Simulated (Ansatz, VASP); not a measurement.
Ga4AsN3: VASP beside Ansatz

```xyz
8
Lattice="3.3631 0.0000 0.0000 -1.6815 2.9125 0.0000 0.0000 0.0000 11.2529" Properties=species:S:1:pos:R:3 pbc="T T T"
N     1.6815    0.9708   -0.2738
N     1.6815    0.9708    5.9096
N     0.0000    1.9417    8.4426
As    0.0000    1.9417    2.7440
Ga    1.6815    0.9708    9.0132
Ga    1.6815    0.9708    3.9652
Ga    0.0000    1.9417    6.4841
Ga    0.0000    1.9417    0.2871
```

Alike in both runs: task single point; functional PBE; k mesh 12 × 12 × 2; occupations fermi-dirac, width 0.02 eV; no spin polarisation.

|  | VASP | Ansatz |
| --- | --- | --- |
| version | VASP 6.6.1 | Ansatz 0.2.0 |
| potentials or method | VASP PAW PBE potentials, release 64 (N, As, Ga_d) | plane waves, PAW |
| plane-wave cutoff (eV) | 520 | 420 |
| valence electrons in the cell | 72 | 82 |

|  | VASP | Ansatz | Ansatz less VASP |
| --- | --- | --- | --- |
| pressure (GPa) | 5.2 | 5.0 | -0.26 |
| traceless stress, the component that is largest in VASP (GPa) | 1.05 | 1.05 | +0.002 |
| rms of the force components (eV/Å) | 0.134 | 0.129 | -0.0050 |

Atom by atom the forces differ by 0.007 eV/Å (rms over components). VASP's potentials hold 72 valence electrons a cell and Ansatz's 82, so a difference there can come from the potentials and not from the codes.
